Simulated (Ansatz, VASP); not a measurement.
## One calculation of InP, two programs

File INCAR:

```
PREC     = Accurate       # precision mode
ENCUT    = 500            # plane-wave cutoff, eV
EDIFF    = 1E-6           # SCF threshold, eV
ISMEAR   = 0              # smearing method
SIGMA    = 0.15           # smearing width, eV
LREAL    = F              # projectors in reciprocal space
LASPH    = T              # aspherical terms in the spheres
NELM     = 120            # most SCF steps
ALGO     = Normal         # electronic algorithm
ISIF     = 2              # what is computed and relaxed
LWAVE    = F              # write WAVECAR
LCHARG   = F              # write CHGCAR
GGA      = PS             # functional
NBANDS   = 16             # bands
GGA_COMPAT= F
```

KPOINTS

```
Automatic mesh
0
Gamma
  6 6 6
```

POSCAR

```
InP
1.0
    0.0000000000      2.8550000000      2.8550000000
    2.8550000000      0.0000000000      2.8550000000
    2.8550000000      2.8550000000      0.0000000000
In P
1 1
Direct
    0.0000000000      0.0000000000      0.0000000000
    0.5000000000      0.5000000000      0.5000000000
```

Input for Ansatz:

```yaml
crystal:
  lattice:
    - [0.0, 2.855, 2.855]
    - [2.855, 0.0, 2.855]
    - [2.855, 2.855, 0.0]
  atoms:
    - { symbol: In, position: [0.0, 0.0, 0.0] }
    - { symbol: P, position: [0.5, 0.5, 0.5] }
basis:
  ecutwfc: 420
kpoints:
  mp_grid: { grid: [6, 6, 6] }
hamiltonian:
  xc: pbesol
scf:
  occupations: { method: gaussian, width: 0.15 }
output:
  forces: true
  stress: true
  eigenvalues: true
```

Alike in both runs: task single point; functional PBEsol; k mesh 6 × 6 × 6; occupations gaussian, width 0.15 eV; no spin polarisation.

```csv
,VASP,Ansatz
version,VASP 6.6.1,Ansatz 0.2.0
potentials or method,"VASP PAW PBE potentials, release 64 (In_d, P), cutoff 500 eV","scalar-relativistic, plane waves, PAW"
valence electrons in the cell,18,18
```

|  | VASP | Ansatz | Ansatz less VASP |
| --- | --- | --- | --- |
| gap on the k mesh at the Fermi level (eV) | none | none | - |
| pressure (GPa) | -8.0 | -8.0 | -0.01 |

VASP's potentials were made for PBE, not for PBEsol. A gap of «none» marks a metal or a gap that the smearing closes. With one functional, cell and mesh, what is left measures potentials, basis and numerics.
